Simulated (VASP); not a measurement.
Sb: single point with r2SCAN

Crystal: Sb.

```
Sb
1.0
     2.11077    1.21865    3.91417
    -2.11077    1.21865    3.91417
     0.00000   -2.43731    3.91417
Sb
2
Cartesian
  0.0000 0.0000 2.6719
  0.0000 0.0000 9.0706
```

```json
{
  "Program": "VASP 6.6.1",
  "Task": "single point",
  "Functional": "r2SCAN",
  "Potentials or basis": "VASP PAW PBE potentials, release 64 (Sb)",
  "Cutoff": "550 eV",
  "k mesh": "10 × 10 × 10",
  "Occupations": "gaussian, width 0.05 eV",
  "Spin": "no spin polarisation",
  "Dipole correction": "no",
  "Further INCAR settings": "ALGO = Normal; EDIFF = 1e-06; NBANDS = 12"
}
```

```json
{
  "Pressure": "5.0 GPa",
  "Largest force": "0.905 eV/Å",
  "Band gap on the k mesh": "zero (bands 5 and 6 overlap by 0.34 eV)"
}
```

Forces on the atoms (eV/Å):
```
Sb   0.000  0.000  0.905
Sb   0.000  0.000 -0.905
```

Stress tensor (GPa, compression positive):
```
5.56 0.00 0.00
0.00 5.56 0.00
0.00 0.00 3.82
```

Levels at points of the mesh, in eV from the Fermi level:
| k point | band 2 | band 3 | band 4 | band 5 | band 6 | band 7 | band 8 | band 9 |
| --- | --- | --- | --- | --- | --- | --- | --- | --- |
| (0.00, 0.00, 0.00) | -5.04 | -2.63 | -2.18 | -2.18 | 1.37 | 2.40 | 2.40 | 5.64 |
| (0.50, 0.00, 0.00) | -10.19 | -2.83 | -2.77 | -0.49 | -0.28 | 0.19 | 0.95 | 7.36 |
| (0.50, 0.50, 0.00) | -8.86 | -5.62 | -4.16 | -4.10 | 1.19 | 4.94 | 6.07 | 6.96 |
| (0.50, 0.50, 0.50) | -9.17 | -1.83 | -1.83 | -0.45 | 0.38 | 0.38 | 1.65 | 6.72 |

Run time: 5.6 min on 1 thread of Oxide Virtual Turin-like Processor, with other jobs on the host, peak memory 0.23 GiB.

Caveat: the cell stands under pressure; the PAW data sets were made with another functional, which shifts forces and pressure a little; spin-orbit coupling is left out, which moves the levels of the heavy elements.
